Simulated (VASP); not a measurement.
# BaCa3O4 (Pm-3m) in VASP: single point with PBEsol

Aim: the single point of BaCa3O4 with PBEsol.

All numbers are computed with VASP 6.6.1; they aren't measurements. Logs are shortened: lines on timing, memory, paths and dates and some standing lists are left out, and cuts for length are marked.

## (1) The cell of the first run

The structure is cubic, space group Pm-3m (No. 221). Conventional cell: a = 5.108 Å, b = 5.108 Å, c = 5.108 Å, α = 90.00°, β = 90.00°, γ = 90.00°. Within 3.4 Å of Ba (site symmetry m-3m) lie 6 O at 2.55 Å. Within 3.4 Å of Ca (site symmetry 4/mmm) lie 6 O at 2.55 Å. Within 3.4 Å of O (site symmetry m-3m) lie 6 Ca at 2.55 Å. O (site symmetry 4/mmm) has 2 Ba at 2.55 Å and 4 Ca at 2.55 Å within 3.4 Å.

## (2) Single point, PBEsol

File INCAR:

```
SYSTEM = BaCa3O4
ALGO = Normal
EDIFF = 1E-6
ENCUT = 600
GGA = PS
GGA_COMPAT = .FALSE.
ISIF = 2
ISMEAR = 0
LASPH = .TRUE.
LCHARG = .FALSE.
LREAL = .FALSE.
LWAVE = .FALSE.
NBANDS = 42
NELM = 120
PREC = Accurate
SIGMA = 0.01
```

File KPOINTS:

```
Automatic mesh
0
Gamma
  4 4 4
  0.5 0.5 0.5
```

File POSCAR:

```
BaCa3O4
1.0
    5.1082500000      0.0000000000      0.0000000000
    0.0000000000      5.1082500000      0.0000000000
    0.0000000000      0.0000000000      5.1082500000
Ba Ca O
1 3 4
Direct
    0.5000000000      0.5000000000      0.5000000000
    0.0000000000      0.0000000000      0.5000000000
    0.0000000000      0.5000000000      0.0000000000
    0.5000000000      0.0000000000      0.0000000000
    0.0000000000      0.0000000000      0.0000000000
    0.5000000000      0.5000000000      0.0000000000
    0.0000000000      0.5000000000      0.5000000000
    0.5000000000      0.0000000000      0.5000000000
```

Potentials or basis: VASP PAW PBE potentials, release 64 (Ba_sv, Ca_sv, O).

Run with:

```
cat potpaw_PBE.64/Ba_sv/POTCAR potpaw_PBE.64/Ca_sv/POTCAR potpaw_PBE.64/O/POTCAR > POTCAR
mpirun -np 1 vasp_std > vasp.out
```

OUTCAR:

```text
SYSTEM = BaCa3O4
   EDIFF = 1E-6
   ENCUT = 600
   GGA = PS
   ISIF = 2
   ISMEAR = 0
   LASPH = .TRUE.
   LREAL = .FALSE.
   NELM = 120
   PREC = Accurate

 ion  position               nearest neighbor table
   1  0.500  0.500  0.500-   6 2.55   7 2.55   8 2.55   6 2.55   8 2.55   7 2.55   3 3.61   4 3.61
                             2 3.61   2 3.61   4 3.61   3 3.61   4 3.61   2 3.61   3 3.61   4 3.61
   2  0.000  0.000  0.500-   5 2.55   7 2.55   8 2.55   5 2.55   7 2.55   8 2.55   1 3.61   1 3.61
                             1 3.61   1 3.61
   3  0.000  0.500  0.000-   5 2.55   6 2.55   7 2.55   7 2.55   5 2.55   6 2.55   1 3.61   1 3.61
                             1 3.61   1 3.61
   4  0.500  0.000  0.000-   5 2.55   6 2.55   8 2.55   8 2.55   6 2.55   5 2.55   1 3.61   1 3.61
                             1 3.61   1 3.61
   5  0.000  0.000  0.000-   2 2.55   3 2.55   4 2.55   2 2.55   3 2.55   4 2.55
   6  0.500  0.500  0.000-   1 2.55   3 2.55   4 2.55   1 2.55   4 2.55   3 2.55
   7  0.000  0.500  0.500-   1 2.55   2 2.55   3 2.55   3 2.55   2 2.55   1 2.55
   8  0.500  0.000  0.500-   1 2.55   2 2.55   4 2.55   4 2.55   1 2.55   2 2.55

  LATTYP: Found a simple cubic cell.
 ALAT       =     5.1082500000

  Lattice vectors:

 A1 = (   5.1082500000,   0.0000000000,   0.0000000000)
 A2 = (   0.0000000000,   5.1082500000,   0.0000000000)
 A3 = (   0.0000000000,   0.0000000000,   5.1082500000)

Analysis of symmetry for initial positions (statically):
=====================================================================
 Subroutine PRICEL returns:
 Original cell was already a primitive cell.

 Routine SETGRP: Setting up the symmetry group for a
 simple cubic supercell.

 Subroutine GETGRP returns: Found 48 space group operations
 (whereof 48 operations were pure point group operations)
 out of a pool of 48 trial point group operations.

The static configuration has the point symmetry O_h .

Analysis of symmetry for dynamics (positions and initial velocities):
=====================================================================
 Subroutine PRICEL returns:
 Original cell was already a primitive cell.

 Routine SETGRP: Setting up the symmetry group for a
 simple cubic supercell.

 Subroutine GETGRP returns: Found 48 space group operations
 (whereof 48 operations were pure point group operations)
 out of a pool of 48 trial point group operations.

The dynamic configuration has the point symmetry O_h .

 Subroutine INISYM returns: Found 48 space group operations
 (whereof 48 operations are pure point group operations),
 and found     1 'primitive' translations

----------------------------------------------------------------------------------------

                                     Primitive cell

  volume of cell :     133.2958

  direct lattice vectors                    reciprocal lattice vectors
     5.108250000  0.000000000  0.000000000     0.195761758  0.000000000  0.000000000
     0.000000000  5.108250000  0.000000000     0.000000000  0.195761758  0.000000000
     0.000000000  0.000000000  5.108250000     0.000000000  0.000000000  0.195761758

  length of vectors
     5.108250000  5.108250000  5.108250000     0.195761758  0.195761758  0.195761758

  position of ions in fractional coordinates (direct lattice)
     0.500000000  0.500000000  0.500000000
     0.000000000  0.000000000  0.500000000
     0.000000000  0.500000000  0.000000000
     0.500000000  0.000000000  0.000000000
     0.000000000  0.000000000  0.000000000
     0.500000000  0.500000000  0.000000000
     0.000000000  0.500000000  0.500000000
     0.500000000  0.000000000  0.500000000

  ion indices of the primitive-cell ions
   primitive index   ion index
                 1           1
                 2           2
                 3           3
                 4           4
                 5           5
                 6           6
                 7           7
                 8           8

----------------------------------------------------------------------------------------

 KPOINTS: Automatic mesh

Automatic generation of k-mesh.
 Grid dimensions read from file:
 generate k-points for:    4    4    4

 Generating k-lattice:

  Cartesian coordinates                     Fractional coordinates (reciprocal lattice)
     0.048940439  0.000000000  0.000000000     0.250000000  0.000000000  0.000000000
     0.000000000  0.048940439  0.000000000     0.000000000  0.250000000  0.000000000
     0.000000000  0.000000000  0.048940439     0.000000000  0.000000000  0.250000000

  Length of vectors
     0.048940439  0.048940439  0.048940439

  Shift w.r.t. Gamma in fractional coordinates (k-lattice)
     0.500000000  0.500000000  0.500000000

 Subroutine IBZKPT returns following result:
 ===========================================

 Found      4 irreducible k-points:

 Following reciprocal coordinates:
            Coordinates               Weight
  0.125000  0.125000  0.125000      8.000000
  0.375000  0.125000  0.125000     24.000000
  0.375000  0.375000  0.125000     24.000000
  0.375000  0.375000  0.375000      8.000000
   k-points           NKPTS =      4   k-points in BZ     NKDIM =      4   number of bands    NBANDS=     42
   number of dos      NEDOS =    301   number of ions     NIONS =      8
   total plane-waves  NPLWV =  74088
   dimension x,y,z NGX =    42 NGY =   42 NGZ =   42
   dimension x,y,z NGXF=    84 NGYF=   84 NGZF=   84
   ions per type =               1   3   4
   NGX,Y,Z   is equivalent  to a cutoff of  13.67, 13.67, 13.67 a.u.
   NGXF,Y,Z  is equivalent  to a cutoff of  27.34, 27.34, 27.34 a.u.
 SYSTEM =  BaCa3O4
   PREC   = accura    normal or accurate (medium, high low for compatibility)
   ISTART =      0    job   : 0-new  1-cont  2-samecut
   ICHARG =      2    charge: 1-file 2-atom 10-const
   ISPIN  =      1    spin polarized calculation?
   LNONCOLLINEAR =      F non collinear calculations
   LSORBIT =      F    spin-orbit coupling
   LASPH  =      T    aspherical Exc in radial PAW
   ENCUT  =  600.0 eV  44.10 Ry    6.64 a.u.  10.20 10.20 10.20*2*pi/ulx,y,z
   NELM   =    120;   NELMIN=  2; NELMDL= -5     # of ELM steps
   EDIFF  = 0.1E-05   stopping-criterion for ELM
   LREAL  =      F    real-space projection
   EDIFFG = 0.1E-04   stopping-criterion for IOM
   NSW    =      0    number of steps for IOM
   IBRION =     -1    ionic relax: 0-MD 1-quasi-New 2-CG
   NFREE  =      0    steps in history (QN), initial steepest desc. (CG)
   ISIF   =      2    stress and relaxation
   ISYM   =      2    0-nonsym 1-usesym 2-fastsym
   POTIM  = 0.5000    time-step for ionic-motion
   TEBEG  =    0.0;   TEEND  =   0.0 temperature during run
   PSTRESS=    0.0 pullay stress
   NELECT =      64.0000    total number of electrons
   NUPDOWN=      -1.0000    fix difference up-down
   EMIN   =  10.00;   EMAX   =-10.00  energy-range for DOS
   EFERMI =   0.00;   METHOD = LEGACY
   ISMEAR =     0;   SIGMA  =   0.01  broadening in eV -4-tet -1-fermi 0-gaus
   EFERMI_NEDOS =   21; number of points for ismear=-14 and -15
   IALGO  =     38    algorithm
   IMIX   =      4    mixing-type and parameters
     AMIX     =   0.40;   BMIX     =  1.00
     AMIX_MAG =   1.60;   BMIX_MAG =  1.00
  volume/ion in A,a.u.               =      16.66       112.44
  Fermi-wavevector in a.u.,A,eV,Ry     =   1.281925  2.422487 22.358892  1.643332
  Thomas-Fermi vector in A             =   2.414267
   LORBIT       =      0    0 simple, 1 ext, 2 COOP (PROOUT), +10 PAW based schemes
   GGA     = PS    functional components
   LHFCALC =     F    Hartree Fock is set to
   AEXX    =    0.0000 exact exchange contribution
   IVDW    =     0    specifies the selected vdW correction
   LEPSILON=     F    determine dielectric tensor
   LRPA    =     F    only Hartree local field effects (RPA)
 non-spin polarized calculation
 Gauss-broadening in eV      SIGMA  =   0.01
  energy-cutoff  :      600.00
  volume of cell :      133.30
 maximum number of plane-waves:      4470
 NGX is ok and might be reduce to    42
   NGX = 21   NGY = 21   NGZ = 21

 number of electron      63.9999976 magnetization

 Free energy of the ion-electron system (eV)
  ---------------------------------------------------
  ext. energy  EPLUGINS =         0.00000000
  ---------------------------------------------------
  free energy    TOTEN  =       -51.06900266 eV

  energy without entropy =      -51.06900266  energy(sigma->0) =      -51.06900266

 E-fermi :   2.2369     XC(G=0): -10.1587

 val. band max:        2.1707098991   @ k =   0.1250   0.1250   0.1250
 cond. band min:       5.2042166547   @ k =   0.1250   0.1250   0.1250
 fundamental gap:      3.0335067556
 Fermi energy:         2.2368591731

 k-point     1 :       0.1250    0.1250    0.1250
  band No.  band energies     occupation
      1     -36.7624      2.00000
      2     -36.7236      2.00000
      3     -36.7236      2.00000
      4     -22.2633      2.00000
      5     -18.0163      2.00000
      6     -17.9706      2.00000
[... 34 lines left out ...]
     41       8.4187      0.00000
     42       8.5190      0.00000

 k-point     2 :       0.3750    0.1250    0.1250
  band No.  band energies     occupation
      1     -36.7528      2.00000
      2     -36.7329      2.00000
      3     -36.7234      2.00000
      4     -22.2507      2.00000
      5     -18.0314      2.00000
      6     -17.9647      2.00000
[... 34 lines left out ...]
     41       8.2874      0.00000
     42       8.3408      0.00000

 k-point     3 :       0.3750    0.3750    0.1250
  band No.  band energies     occupation
      1     -36.7449      2.00000
      2     -36.7339      2.00000
      3     -36.7295      2.00000
      4     -22.2343      2.00000
      5     -18.1061      2.00000
      6     -18.0515      2.00000
[... 34 lines left out ...]
     41       8.1154      0.00000
     42       8.7808      0.00000

 k-point     4 :       0.3750    0.3750    0.3750
  band No.  band energies     occupation
      1     -36.7403      2.00000
      2     -36.7336      2.00000
      3     -36.7336      2.00000
      4     -22.2137      2.00000
      5     -18.2054      2.00000
      6     -18.0789      2.00000
[... 34 lines left out ...]
     41       8.6039      0.00000
     42       8.9131      0.00000

------------------------ aborting loop because EDIFF is reached ----------------------------------------

  FORCE on cell =-STRESS in cart. coord.  units (eV):
  Direction    XX          YY          ZZ          XY          YZ          ZX
  --------------------------------------------------------------------------------------
  -------------------------------------------------------------------------------------
  Total       -3.0424587     -3.0424587     -3.0424587      0.0000000      0.0000000      0.0000000
  in kB      -36.5694855    -36.5694855    -36.5694855      0.0000000      0.0000000      0.0000000
  external PRESSURE =     -36.5694855 kB  Pullay stress =       0.0000000 kB

 VOLUME and BASIS-vectors are now :
 -----------------------------------------------------------------------------
  energy-cutoff  :      600.00
  volume of cell :      133.30
      direct lattice vectors                 reciprocal lattice vectors
     5.108250000  0.000000000  0.000000000     0.195761758  0.000000000  0.000000000
     0.000000000  5.108250000  0.000000000     0.000000000  0.195761758  0.000000000
     0.000000000  0.000000000  5.108250000     0.000000000  0.000000000  0.195761758

 POSITION                                       TOTAL-FORCE (eV/Angst)
 -----------------------------------------------------------------------------------
      2.55412      2.55412      2.55412         0.000000      0.000000      0.000000
      0.00000      0.00000      2.55412         0.000000      0.000000      0.000000
      0.00000      2.55412      0.00000         0.000000      0.000000      0.000000
      2.55412      0.00000      0.00000         0.000000      0.000000      0.000000
      0.00000      0.00000      0.00000         0.000000      0.000000      0.000000
      2.55412      2.55412      0.00000         0.000000      0.000000      0.000000
      0.00000      2.55412      2.55412         0.000000      0.000000      0.000000
      2.55412      0.00000      2.55412         0.000000      0.000000      0.000000
 -----------------------------------------------------------------------------------
    total drift:                                0.000000      0.000000     -0.000000

  FREE ENERGIE OF THE ION-ELECTRON SYSTEM (eV)
  ---------------------------------------------------
  free  energy   TOTEN  =       -51.0690026559 eV

  energy  without entropy=      -51.0690026559  energy(sigma->0) =      -51.06900266
```

Wall time 55 s (1 thread of Intel Xeon Platinum 8259CL at 2.50GHz (Skylake/Cascade Lake), shared host); peak memory 0.26 GiB.

What came out:

| Property | Result |
| --- | --- |
| Free energy | -51.0690 eV |
| Pressure | -3.7 GPa |
| Band gap on the k mesh | 3.03 eV |

Caveat: the cell stands under tension; the PAW data sets were made with another functional, which shifts forces and pressure a little; spin-orbit coupling is left out, which moves the levels of the heavy elements; a shifted mesh leaves out Γ, where band edges can lie. A k mesh can miss the band edges.
